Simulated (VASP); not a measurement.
# Te2Mo in VASP: notebook

Aim: see how the results for Te2Mo move with the level of theory and the settings. Levels: PBE, LDA, r2SCAN, BLYP, revPBE. Tasks: single point.

Program: VASP 6.6.1. These are calculated values, not measurements. Logs are shortened: lines on timing, memory, paths and dates and some standing lists are left out, and cuts for length are marked.

### 1 The cell of the first run

The cell holds a slab with vacuum, 12 atoms: a = 3.561 Å, b = 3.561 Å, c = 38.990 Å, α = 90.00°, β = 90.00°, γ = 120.00°.

### 2 Single point, PBE

The input, INCAR:

```
SYSTEM = Te2Mo
  PREC = Accurate
  ENCUT = 520
  EDIFF = 1E-6
  ISMEAR = 0
  SIGMA = 0.011
  LREAL = .FALSE.
  LASPH = .TRUE.
  NELM = 60
  ALGO = Normal
  ISIF = 2
  LWAVE = .FALSE.
  LCHARG = .FALSE.
  GGA = PE
  NBANDS = 64
```

The input, KPOINTS:

```
Automatic mesh
0
G
  9 9 1
  0 0 0
```

The input, POSCAR:

```
Te2Mo
1.0
    3.5613831954      0.0000000000      0.0000000000
   -1.7806915977      3.0842483198      0.0000000000
    0.0000000000      0.0000000000     38.9902681400
Te Mo
8 4
Direct
    0.3333333333      0.6666666667      0.3282231700
    0.3333333333      0.6666666667      0.9518180900
    0.6666666667      0.3333333333      0.1400809200
    0.6666666667      0.3333333333      0.7636306700
    0.6666666667      0.3333333333      0.0481819100
    0.6666666667      0.3333333333      0.6717768300
    0.3333333333      0.6666666667      0.2363693300
    0.3333333333      0.6666666667      0.8599190800
    0.6666666667      0.3333333333      0.2823380000
    0.6666666667      0.3333333333      0.9058588400
    0.3333333333      0.6666666667      0.0941411600
    0.3333333333      0.6666666667      0.7176620000
```

Potentials or basis: VASP PAW PBE potentials, release 64 (Te, Mo_sv).

Command:

```
> cat potpaw_PBE.64/Te/POTCAR potpaw_PBE.64/Mo_sv/POTCAR > POTCAR
> mpirun -np 1 vasp_std > vasp.out
```

OUTCAR:

```text
SYSTEM = Te2Mo
   PREC = Accurate
   ENCUT = 520
   EDIFF = 1E-6
   ISMEAR = 0
   LREAL = .FALSE.
   LASPH = .TRUE.
   NELM = 60
   ISIF = 2
   GGA = PE

 ion  position               nearest neighbor table
   1  0.333  0.667  0.328-   9 2.73   9 2.73   9 2.73   7 3.58
   2  0.333  0.667  0.952-  10 2.73  10 2.73  10 2.73   8 3.58
   3  0.667  0.333  0.140-  11 2.73  11 2.73  11 2.73   5 3.58
   4  0.667  0.333  0.764-  12 2.73  12 2.73  12 2.73   6 3.58
   5  0.667  0.333  0.048-  11 2.73  11 2.73  11 2.73   3 3.58
   6  0.667  0.333  0.672-  12 2.73  12 2.73  12 2.73   4 3.58
   7  0.333  0.667  0.236-   9 2.73   9 2.73   9 2.73   1 3.58
   8  0.333  0.667  0.860-  10 2.73  10 2.73  10 2.73   2 3.58
   9  0.667  0.333  0.282-   1 2.73   1 2.73   1 2.73   7 2.73   7 2.73   7 2.73
  10  0.667  0.333  0.906-   8 2.73   8 2.73   8 2.73   2 2.73   2 2.73   2 2.73
  11  0.333  0.667  0.094-   3 2.73   3 2.73   3 2.73   5 2.73   5 2.73   5 2.73
  12  0.333  0.667  0.718-   6 2.73   6 2.73   6 2.73   4 2.73   4 2.73   4 2.73

  LATTYP: Found a hexagonal cell.
 ALAT       =     3.5613831954
 C/A-ratio  =    10.9480687701

  Lattice vectors:

 A1 = (   3.5613831954,   0.0000000000,   0.0000000000)
 A2 = (  -1.7806915977,   3.0842483198,   0.0000000000)
 A3 = (   0.0000000000,   0.0000000000,  38.9902681400)

Analysis of symmetry for initial positions (statically):
=====================================================================
 Subroutine PRICEL returns:
 Original cell was already a primitive cell.

 Routine SETGRP: Setting up the symmetry group for a
 hexagonal supercell.

 Subroutine GETGRP returns: Found 12 space group operations
 (whereof 12 operations were pure point group operations)
 out of a pool of 24 trial point group operations.

The static configuration has the point symmetry D_3d.

Analysis of symmetry for dynamics (positions and initial velocities):
=====================================================================
 Subroutine PRICEL returns:
 Original cell was already a primitive cell.

 Routine SETGRP: Setting up the symmetry group for a
 hexagonal supercell.

 Subroutine GETGRP returns: Found 12 space group operations
 (whereof 12 operations were pure point group operations)
 out of a pool of 24 trial point group operations.

The dynamic configuration has the point symmetry D_3d.

 Subroutine INISYM returns: Found 12 space group operations
 (whereof 12 operations are pure point group operations),
 and found     1 'primitive' translations

----------------------------------------------------------------------------------------

                                     Primitive cell

  volume of cell :     428.2765

  direct lattice vectors                    reciprocal lattice vectors
     3.561383195  0.000000000  0.000000000     0.280789779  0.162114054  0.000000000
    -1.780691598  3.084248320  0.000000000     0.000000000  0.324228109  0.000000000
     0.000000000  0.000000000 38.990268140     0.000000000  0.000000000  0.025647426

  length of vectors
     3.561383195  3.561383195 38.990268140     0.324228109  0.324228109  0.025647426

  position of ions in fractional coordinates (direct lattice)
     0.333333333  0.666666667  0.328223170
     0.333333333  0.666666667  0.951818090
     0.666666667  0.333333333  0.140080920
     0.666666667  0.333333333  0.763630670
     0.666666667  0.333333333  0.048181910
     0.666666667  0.333333333  0.671776830
     0.333333333  0.666666667  0.236369330
     0.333333333  0.666666667  0.859919080
     0.666666667  0.333333333  0.282338000
     0.666666667  0.333333333  0.905858840
     0.333333333  0.666666667  0.094141160
     0.333333333  0.666666667  0.717662000

  ion indices of the primitive-cell ions
   primitive index   ion index
                 1           1
                 2           2
                 3           3
                 4           4
                 5           5
                 6           6
                 7           7
                 8           8
                 9           9
                10          10
                11          11
                12          12

----------------------------------------------------------------------------------------

 KPOINTS: Automatic mesh

Automatic generation of k-mesh.
 Grid dimensions read from file:
 generate k-points for:    9    9    1

 Generating k-lattice:

  Cartesian coordinates                     Fractional coordinates (reciprocal lattice)
     0.031198864  0.018012673  0.000000000     0.111111111 -0.000000000  0.000000000
     0.000000000  0.036025345  0.000000000     0.000000000  0.111111111  0.000000000
     0.000000000  0.000000000  0.025647426     0.000000000  0.000000000  1.000000000

  Length of vectors
     0.036025345  0.036025345  0.025647426

  Shift w.r.t. Gamma in fractional coordinates (k-lattice)
     0.000000000  0.000000000  0.000000000

 Subroutine IBZKPT returns following result:
 ===========================================

 Found     12 irreducible k-points:

 Following reciprocal coordinates:
            Coordinates               Weight
  0.000000  0.000000  0.000000      1.000000
  0.111111  0.000000  0.000000      6.000000
  0.222222  0.000000  0.000000      6.000000
  0.333333  0.000000  0.000000      6.000000
  0.444444  0.000000  0.000000      6.000000
  0.111111  0.111111  0.000000      6.000000
  0.222222  0.111111  0.000000     12.000000
  0.333333  0.111111  0.000000     12.000000
  0.444444  0.111111  0.000000      6.000000
  0.222222  0.222222  0.000000      6.000000
  0.333333  0.222222  0.000000     12.000000
  0.333333  0.333333  0.000000      2.000000
   k-points           NKPTS =     12   k-points in BZ     NKDIM =     12   number of bands    NBANDS=     64
   number of dos      NEDOS =    301   number of ions     NIONS =     12
   total plane-waves  NPLWV = 230496
   dimension x,y,z NGX =    28 NGY =   28 NGZ =  294
   dimension x,y,z NGXF=    56 NGYF=   56 NGZF=  588
   ions per type =               8   4
   NGX,Y,Z   is equivalent  to a cutoff of  13.07, 13.07, 12.54 a.u.
   NGXF,Y,Z  is equivalent  to a cutoff of  26.14, 26.14, 25.07 a.u.
 SYSTEM =  Te2Mo
   PREC   = accura    normal or accurate (medium, high low for compatibility)
   ISTART =      0    job   : 0-new  1-cont  2-samecut
   ICHARG =      2    charge: 1-file 2-atom 10-const
   ISPIN  =      1    spin polarized calculation?
   LNONCOLLINEAR =      F non collinear calculations
   LSORBIT =      F    spin-orbit coupling
   LASPH  =      T    aspherical Exc in radial PAW
   ENCUT  =  520.0 eV  38.22 Ry    6.18 a.u.   6.62  6.62 72.50*2*pi/ulx,y,z
   NELM   =     60;   NELMIN=  2; NELMDL= -5     # of ELM steps
   EDIFF  = 0.1E-05   stopping-criterion for ELM
   LREAL  =      F    real-space projection
   EDIFFG = 0.1E-04   stopping-criterion for IOM
   NSW    =      0    number of steps for IOM
   IBRION =     -1    ionic relax: 0-MD 1-quasi-New 2-CG
   NFREE  =      0    steps in history (QN), initial steepest desc. (CG)
   ISIF   =      2    stress and relaxation
   ISYM   =      2    0-nonsym 1-usesym 2-fastsym
   POTIM  = 0.5000    time-step for ionic-motion
   TEBEG  =    0.0;   TEEND  =   0.0 temperature during run
   PSTRESS=    0.0 pullay stress
   NELECT =     104.0000    total number of electrons
   NUPDOWN=      -1.0000    fix difference up-down
   EMIN   =  10.00;   EMAX   =-10.00  energy-range for DOS
   EFERMI =   0.00;   METHOD = LEGACY
   ISMEAR =     0;   SIGMA  =   0.01  broadening in eV -4-tet -1-fermi 0-gaus
   EFERMI_NEDOS =   21; number of points for ismear=-14 and -15
   IALGO  =     38    algorithm
   IMIX   =      4    mixing-type and parameters
     AMIX     =   0.40;   BMIX     =  1.00
     AMIX_MAG =   1.60;   BMIX_MAG =  1.00
  volume/ion in A,a.u.               =      35.69       240.85
  Fermi-wavevector in a.u.,A,eV,Ry     =   1.021358  1.930086 14.193210  1.043171
  Thomas-Fermi vector in A             =   2.154978
   LORBIT       =      0    0 simple, 1 ext, 2 COOP (PROOUT), +10 PAW based schemes
   GGA     = PE    functional components
   LHFCALC =     F    Hartree Fock is set to
   AEXX    =    0.0000 exact exchange contribution
   IVDW    =     0    specifies the selected vdW correction
   LEPSILON=     F    determine dielectric tensor
   LRPA    =     F    only Hartree local field effects (RPA)
 non-spin polarized calculation
 Gauss-broadening in eV      SIGMA  =   0.01
  energy-cutoff  :      520.00
  volume of cell :      428.28
 maximum number of plane-waves:     11653
 NGX is ok and might be reduce to    28
   NGX = 13   NGY = 13   NGZ =145

 number of electron     104.0000004 magnetization

 Free energy of the ion-electron system (eV)
  ---------------------------------------------------
  ext. energy  EPLUGINS =         0.00000000
  ---------------------------------------------------
  free energy    TOTEN  =       -72.11387525 eV

  energy without entropy =      -72.11387525  energy(sigma->0) =      -72.11387525

 E-fermi :   4.3110     XC(G=0):  -7.7712

 val. band max:        4.1446581565   @ k =   0.0000   0.0000   0.0000
 cond. band min:       5.1372950664   @ k =   0.3333   0.3333   0.0000
 fundamental gap:      0.9926369099
 Fermi energy:         4.3109570541

 k-point     1 :       0.0000    0.0000    0.0000
  band No.  band energies     occupation
      1     -56.5775      2.00000
      2     -56.5775      2.00000
      3     -56.5740      2.00000
      4     -56.5740      2.00000
      5     -30.7211      2.00000
      6     -30.7211      2.00000
[... 56 lines left out ...]
     63       7.4223      0.00000
     64       7.4299      0.00000

 k-point     2 :       0.1111    0.0000    0.0000
  band No.  band energies     occupation
      1     -56.5765      2.00000
      2     -56.5765      2.00000
      3     -56.5730      2.00000
      4     -56.5730      2.00000
      5     -30.7182      2.00000
      6     -30.7182      2.00000
[... 726 lines left out ...]
     63       6.5934      0.00000
     64       6.5934      0.00000

------------------------ aborting loop because EDIFF is reached ----------------------------------------

  FORCE on cell =-STRESS in cart. coord.  units (eV):
  Direction    XX          YY          ZZ          XY          YZ          ZX
  --------------------------------------------------------------------------------------
  -------------------------------------------------------------------------------------
  Total        0.7444949      0.7444949      3.4364486      0.0000000      0.0000000      0.0000000
  in kB        2.7851467      2.7851467     12.8557130      0.0000000      0.0000000      0.0000000
  external PRESSURE =       6.1420021 kB  Pullay stress =       0.0000000 kB

 VOLUME and BASIS-vectors are now :
 -----------------------------------------------------------------------------
  energy-cutoff  :      520.00
  volume of cell :      428.28
      direct lattice vectors                 reciprocal lattice vectors
     3.561383195  0.000000000  0.000000000     0.280789779  0.162114054  0.000000000
    -1.780691598  3.084248320  0.000000000     0.000000000  0.324228109  0.000000000
     0.000000000  0.000000000 38.990268140     0.000000000  0.000000000  0.025647426

 POSITION                                       TOTAL-FORCE (eV/Angst)
 -----------------------------------------------------------------------------------
     -0.00000      2.05617     12.79751         0.000000     -0.000000      0.230910
     -0.00000      2.05617     37.11164         0.000000      0.000000      0.193067
      1.78069      1.02808      5.46179         0.000000      0.000000      0.201952
      1.78069      1.02808     29.77416         0.000000      0.000000      0.194358
      1.78069      1.02808      1.87863         0.000000     -0.000000     -0.193067
      1.78069      1.02808     26.19276         0.000000     -0.000000     -0.230910
     -0.00000      2.05617      9.21610         0.000000     -0.000000     -0.194358
     -0.00000      2.05617     33.52848         0.000000      0.000000     -0.201952
      1.78069      1.02808     11.00843        -0.000000      0.000000     -0.011667
      1.78069      1.02808     35.31968        -0.000000      0.000000      0.008249
     -0.00000      2.05617      3.67059         0.000000     -0.000000     -0.008249
     -0.00000      2.05617     27.98183        -0.000000     -0.000000      0.011667
 -----------------------------------------------------------------------------------
    total drift:                                0.000000     -0.000000     -0.000000

  FREE ENERGIE OF THE ION-ELECTRON SYSTEM (eV)
  ---------------------------------------------------
  free  energy   TOTEN  =       -72.1138752463 eV

  energy  without entropy=      -72.1138752463  energy(sigma->0) =      -72.11387525
```

Wall time 14 min (1 thread of Intel Xeon Platinum 8259CL at 2.50GHz (Skylake/Cascade Lake), shared host); peak memory 0.67 GiB.

Results:

```yaml
Free_energy: -72.1139 eV
Largest_force: 0.231 eV/Å
Band_gap_on_the_k_mesh: 0.99 eV (least direct gap 1.00 eV)
```

Forces on the atoms (eV/Å):
```
Te   0.000  0.000  0.231
Te   0.000  0.000  0.193
Te   0.000  0.000  0.202
Te   0.000  0.000  0.194
Te   0.000  0.000 -0.193
Te   0.000  0.000 -0.231
Te   0.000  0.000 -0.194
Te   0.000  0.000 -0.202
Mo   0.000  0.000 -0.012
Mo   0.000  0.000  0.008
Mo   0.000  0.000 -0.008
Mo   0.000  0.000  0.012
```

Levels at points of the mesh, in eV from the valence-band top:
```
           k point  band 50  band 51  band 52  band 53  band 54  band 55
(0.00, 0.00, 0.00)    -0.27    -0.09     0.00     2.96     2.96     2.98
```

Caveat: spin-orbit coupling is left out, which moves the levels of the heavy elements.

(Part 1 of 2 ends here.)
